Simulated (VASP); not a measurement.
Runs of VASP 6.6.1 on NbPdSe3. The structure is that of space group P6/mmm (No. 191), or close to it. The cells are those of the table. The cell was generated, and may not be a known phase.

```tsv
spin	cell	k mesh	gap on the mesh (eV)	pressure (GPa)	moment (μB)
collinear	a = 5.669, b = 5.669, c = 5.010 Å, angles 90.0, 90.0, 120.0°, 5 atoms	3 × 3 × 4	none	0.0	2.83
collinear	a = 5.615, b = 5.615, c = 5.028 Å, angles 90.0, 90.0, 120.0°, 5 atoms	6 × 6 × 4	none	0.0	2.99
off	a = 7.340, b = 7.340, c = 4.790 Å, angles 90.0, 90.0, 120.0°, 5 atoms	3 × 3 × 4	none	-6.5	-
collinear	a = 7.340, b = 7.340, c = 4.790 Å, angles 90.0, 90.0, 120.0°, 5 atoms	3 × 3 × 4	none	-6.5	(a)
```

Alike in all rows: task single point; level PBE; potentials or basis VASP PAW PBE potentials, release 64 (Nb_sv, Pd, Se); cutoff (eV) 520; smearing gaussian 0.1 eV.

Problem. Fill in the values left out.

Solution. (a) 0.00.

Caveats: some runs use coarse meshes; the stress differs along the axes, from -9 to -1 GPa (at least some runs).

A k mesh can miss the band edges, and the runs leave out spin-orbit coupling on Nb, Pd, Se.

A gap of «none» marks levels without a gap at the run's occupations.
